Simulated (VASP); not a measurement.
# CdSe (F-43m) in VASP: a series of runs, part 2 of 2

VASP 6.6.1.

## (3) Single point, r2SCAN+D3(BJ)

This run uses another cell than the first one, of 27.78 Å³/atom, 1.021 times its volume.

Contents of POSCAR:

```
CdSe
1.0
    0.0000000000      3.0287759606      3.0287759606
    3.0287759606      0.0000000000      3.0287759606
    3.0287759606      3.0287759606      0.0000000000
Cd Se
1 1
Direct
    0.0000000000      0.0000000000      0.0000000000
    0.2500000000      0.2500000000      0.2500000000
```

Contents of INCAR.step1:

```
PREC = Accurate ; ENCUT = 520
ISMEAR = -1 ; SIGMA = 0.05
LREAL = F ; LASPH = T
NELM = 60 ; NBANDS = 16
GGA = PE ; ALGO = Normal
EDIFF = 1E-4 ; LWAVE = T
LCHARG = F
```

Contents of INCAR.step2:

```
PREC = Accurate ; ENCUT = 520
EDIFF = 1E-6 ; ISMEAR = -1
SIGMA = 0.05 ; LREAL = F
LASPH = T ; NELM = 60
ALGO = Normal ; ISIF = 2
LWAVE = F ; LCHARG = F
METAGGA = R2SCAN ; LMIXTAU = T
IVDW = 12 ; NBANDS = 16
VDW_S6 = 1.0 ; VDW_S8 = 0.78981345
VDW_A1 = 0.49484001 ; VDW_A2 = 5.73083694
ISTART = 1
```

Contents of KPOINTS:

```
Automatic mesh
0
Gamma
  8 8 8
```

Potentials or basis: VASP PAW PBE potentials, release 64 (Cd, Se).

Launch:

```sh
cat potpaw_PBE.64/Cd/POTCAR potpaw_PBE.64/Se/POTCAR > POTCAR
cp INCAR.step1 INCAR
mpirun -np 1 vasp_std > vasp.out
cp INCAR.step2 INCAR
mpirun -np 1 vasp_std > vasp.out
```

OUTCAR:

```text
PREC = Accurate
   ENCUT = 520
   EDIFF = 1E-6
   ISMEAR = -1
   LREAL = F
   LASPH = T
   NELM = 60
   ISIF = 2
   METAGGA = R2SCAN
   IVDW = 12
   ISTART = 1
 IVDW          = 12

 ion  position               nearest neighbor table
   1  0.000  0.000  0.000-   2 2.62   2 2.62   2 2.62   2 2.62
   2  0.250  0.250  0.250-   1 2.62   1 2.62   1 2.62   1 2.62

  LATTYP: Found a face centered cubic cell.
 ALAT       =     6.0575519212

  Lattice vectors:

[... 643 lines left out ...]

 Edisp (eV)   -0.31210

 E8    (eV) :    -0.1051

  FORCE on cell =-STRESS in cart. coord.  units (eV):
  Direction    XX          YY          ZZ          XY          YZ          ZX
  --------------------------------------------------------------------------------------
  -------------------------------------------------------------------------------------
  Total       0.51502     0.51502     0.51502     0.00000     0.00000    -0.00000
  in kB      14.84918    14.84918    14.84918     0.00000     0.00000    -0.00000
  external pressure =       14.85 kB  Pullay stress =        0.00 kB

 VOLUME and BASIS-vectors are now :
 -----------------------------------------------------------------------------
  energy-cutoff  :      520.00
  volume of cell :       55.57
      direct lattice vectors                 reciprocal lattice vectors
     0.000000000  3.028775961  3.028775961    -0.165083191  0.165083191  0.165083191
     3.028775961  0.000000000  3.028775961     0.165083191 -0.165083191  0.165083191
     3.028775961  3.028775961  0.000000000     0.165083191  0.165083191 -0.165083191

 POSITION                                       TOTAL-FORCE (eV/Angst)
 -----------------------------------------------------------------------------------
      0.00000      0.00000      0.00000        -0.000000     -0.000000     -0.000000
      1.51439      1.51439      1.51439         0.000000      0.000000      0.000000
 -----------------------------------------------------------------------------------
    total drift:                               -0.000001     -0.000001     -0.000001

  FREE ENERGIE OF THE ION-ELECTRON SYSTEM (eV)
  ---------------------------------------------------
  free  energy   TOTEN  =       -36.2108288951 eV

  energy  without entropy=      -36.2108287431  energy(sigma->0) =      -36.21082882
```

OUTCAR.step1:

```text
PREC = Accurate
   ENCUT = 520
   ISMEAR = -1
   LREAL = F
   LASPH = T
   NELM = 60
[... 674 lines left out ...]
 -----------------------------------------------------------------------------------
      0.00000      0.00000      0.00000         0.000000      0.000000      0.000000
      1.51439      1.51439      1.51439        -0.000000     -0.000000     -0.000000
 -----------------------------------------------------------------------------------
    total drift:                               -0.000000     -0.000000     -0.000000

  FREE ENERGIE OF THE ION-ELECTRON SYSTEM (eV)
  ---------------------------------------------------
  free  energy   TOTEN  =        -5.4515117319 eV

  energy  without entropy=       -5.4515000897  energy(sigma->0) =       -5.45150591
```

OSZICAR.step1:

```text
N       E                     dE             d eps       ncg     rms          rms(c)
DAV:   1     0.110152236784E+03    0.11015E+03   -0.88451E+03   944   0.101E+03
DAV:   2    -0.187517206956E+01   -0.11203E+03   -0.10578E+03  1144   0.252E+02
DAV:   3    -0.580910117406E+01   -0.39339E+01   -0.39285E+01  1088   0.493E+01
DAV:   4    -0.582481612690E+01   -0.15715E-01   -0.15714E-01  1176   0.317E+00
DAV:   5    -0.582491301956E+01   -0.96893E-04   -0.96892E-04  1096   0.215E-01    0.640E+00
DAV:   6    -0.547272654663E+01    0.35219E+00   -0.53319E-01  1368   0.890E+00    0.503E+00
DAV:   7    -0.545037643863E+01    0.22350E-01   -0.14919E-01  1064   0.257E+00    0.213E+00
DAV:   8    -0.545128831637E+01   -0.91188E-03   -0.14269E-02  1056   0.147E+00    0.255E-01
DAV:   9    -0.545144572573E+01   -0.15741E-03   -0.14709E-03  1144   0.507E-01    0.461E-02
DAV:  10    -0.545151173193E+01   -0.66006E-04   -0.15622E-04   992   0.160E-01
   1 F= -.54515117E+01 E0= -.54515059E+01  d E =-.116422E-04
```

It took 2 min on 1 thread of AMD EPYC 7R43 (Zen 3), shared host; peak memory 0.16 GiB.

Results:

| Item | Value |
| --- | --- |
| Free energy | -36.2108 eV |
| Pressure | 1.5 GPa |
| Band gap on the k mesh | 1.11 eV, direct |
| Dispersion energy per atom | -0.156 eV |

Levels at points of the mesh, in eV from the valence-band top:
```
           k point  band 6  band 7  band 8  band 9  band 10  band 11  band 12  band 13
(0.00, 0.00, 0.00)   -7.79    0.00    0.00    0.00     1.11     6.47     6.47     6.47
(0.50, 0.00, 0.00)   -7.48   -4.50   -0.78   -0.78     2.88     6.93     6.93     7.86
(0.50, 0.50, 0.00)   -7.41   -4.15   -1.93   -1.93     3.43     4.17     9.77    11.04
```

Caveat: the PAW data sets were made with another functional, which shifts forces and pressure a little.

## (4) Single point, r2SCAN+D3(BJ)

This run uses another cell than the first one, of 28.36 Å³/atom, 1.043 times its volume.

Contents of POSCAR:

```
CdSe
1.0
    0.0000000000      3.0496647307      3.0496647307
    3.0496647307      0.0000000000      3.0496647307
    3.0496647307      3.0496647307      0.0000000000
Cd Se
1 1
Direct
    0.0000000000      0.0000000000      0.0000000000
    0.2500000000      0.2500000000      0.2500000000
```

Contents of INCAR.step1:

```
SYSTEM = CdSe
PREC = Accurate
ENCUT = 520
ISMEAR = -1
SIGMA = 0.05
LREAL = .False.
LASPH = .True.
NELM = 80
NBANDS = 16
GGA = PE
ALGO = Normal
EDIFF = 1E-4
LWAVE = .True.
LCHARG = .False.
```

Contents of INCAR.step2:

```
SYSTEM = CdSe
PREC = Accurate
ENCUT = 520
EDIFF = 1E-7
ISMEAR = -1
SIGMA = 0.05
LREAL = .False.
LASPH = .True.
NELM = 80
ALGO = Normal
ISIF = 2
LWAVE = .False.
LCHARG = .False.
METAGGA = R2SCAN
LMIXTAU = .True.
IVDW = 12
VDW_S6 = 1.0
VDW_S8 = 0.78981345
VDW_A1 = 0.49484001
VDW_A2 = 5.73083694
NBANDS = 16
ISTART = 1
```

Contents of KPOINTS:

```
Automatic mesh
0
Gamma
  8 8 8
  0 0 0
```

Launch:

```sh
cat potpaw_PBE.64/Cd/POTCAR potpaw_PBE.64/Se/POTCAR > POTCAR
cp INCAR.step1 INCAR
mpirun -np 1 vasp_std > vasp.out
cp INCAR.step2 INCAR
mpirun -np 1 vasp_std > vasp.out
```

Wall time 2.3 min (1 thread of AMD EPYC 7R43 (Zen 3), shared host); peak memory 0.17 GiB.

Results (log left out):

```
Free energy                : -36.2172 eV
Pressure                   : 0.3 GPa
Band gap on the k mesh     : 1.07 eV, direct
Dispersion energy per atom : -0.153 eV
```

Levels at points of the mesh, in eV from the valence-band top:
```csv
k point,band 7,band 8,band 9,band 10,band 11,band 12
"(0.00, 0.00, 0.00)",0.00,0.00,0.00,1.07,6.47,6.47
"(0.50, 0.00, 0.00)",-4.38,-0.75,-0.75,2.85,6.92,6.92
"(0.50, 0.50, 0.00)",-4.05,-1.86,-1.86,3.47,4.15,9.65
```

Caveat: the PAW data sets were made with another functional, which shifts forces and pressure a little. r2SCAN opens gaps a little over a GGA but as a rule still falls short of measured ones.

## (5) Summary

| cell | gap on the mesh (eV) | pressure (GPa) |
| --- | --- | --- |
| a = 4.253 Å, angles 60.0°, 2 atoms | 1.16 | 2.8 |
| a = 4.283 Å, angles 60.0°, 2 atoms | 1.11 | 1.5 |
| a = 4.313 Å, angles 60.0°, 2 atoms | 1.07 | 0.3 |

Alike in all rows: task single point; level r2SCAN+D3(BJ); potentials or basis VASP PAW PBE potentials, release 64 (Cd, Se); no spin polarisation; k mesh 8 × 8 × 8; cutoff (eV) 520; smearing fermi-dirac 0.05 eV.

Caveats: the PAW data sets were made with another functional, which shifts forces and pressure a little.

Absolute energies hang on the potentials; compare differences alone.
